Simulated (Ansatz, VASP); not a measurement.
## Two plane-wave programs on Mg3Te

The input INCAR:

```
SYSTEM = Mg3Te
PREC = Accurate
ENCUT = 520
EDIFF = 1E-7
ISMEAR = 0
SIGMA = 0.1
LREAL = .FALSE.
LASPH = .TRUE.
NELM = 80
ALGO = Fast
ISIF = 2
LWAVE = .FALSE.
LCHARG = .FALSE.
GGA = PE
NBANDS = 14
```

The input KPOINTS:

```
regular mesh
0
G
  14 14 14
  0 0 0
```

Contents of POSCAR:

```
Mg3Te
1.0
   -2.1632352576      2.1632352576      5.4206778861
    2.1632352576     -2.1632352576      5.4206778861
    2.1632352576      2.1632352576     -5.4206778861
Mg Te
3 1
Direct
    0.5000000000      0.5000000000      0.0000000000
    0.7500000000      0.2500000000      0.5000000000
    0.2500000000      0.7500000000      0.5000000000
    0.0000000000      0.0000000000      0.0000000000
```

Input for Ansatz:

```yaml
crystal:
  lattice:
    - [-2.1632352576, 2.1632352576, 5.4206778861]
    - [2.1632352576, -2.1632352576, 5.4206778861]
    - [2.1632352576, 2.1632352576, -5.4206778861]
  atoms:
    - { symbol: Mg, position: [0.5, 0.5, 0.0] }
    - { symbol: Mg, position: [0.75, 0.25, 0.5] }
    - { symbol: Mg, position: [0.25, 0.75, 0.5] }
    - { symbol: Te, position: [0.0, 0.0, 0.0] }
basis:
  ecutwfc: 420
kpoints:
  mp_grid: { grid: [14, 14, 14] }
hamiltonian:
  xc: pbe
scf:
  occupations: { method: gaussian, width: 0.1 }
output:
  forces: true
  stress: true
  eigenvalues: true
```

Alike in both runs: task single point; functional PBE; k mesh 14 × 14 × 14; occupations gaussian, width 0.1 eV; no spin polarisation.

|  | VASP | Ansatz |
| --- | --- | --- |
| version | VASP 6.6.1 | Ansatz 0.2.0 |
| potentials or method | VASP PAW PBE potentials, release 64 (Mg, Te), cutoff 520 eV | scalar-relativistic, plane waves, PAW |
| valence electrons in the cell | 12 | 46 |

```tsv
	VASP	Ansatz	Ansatz less VASP
gap on the k mesh at the Fermi level (eV)	none	none	-
pressure (GPa)	-1.5	-1.4	+0.09
traceless stress, the component that is largest in VASP (GPa)	0.31	0.32	+0.010
```

A gap of «none» marks a metal or a gap that the smearing closes. VASP's potentials hold 12 valence electrons a cell and Ansatz's 46, so a difference there can come from the potentials and not from the codes.

Spin-orbit coupling is off throughout.
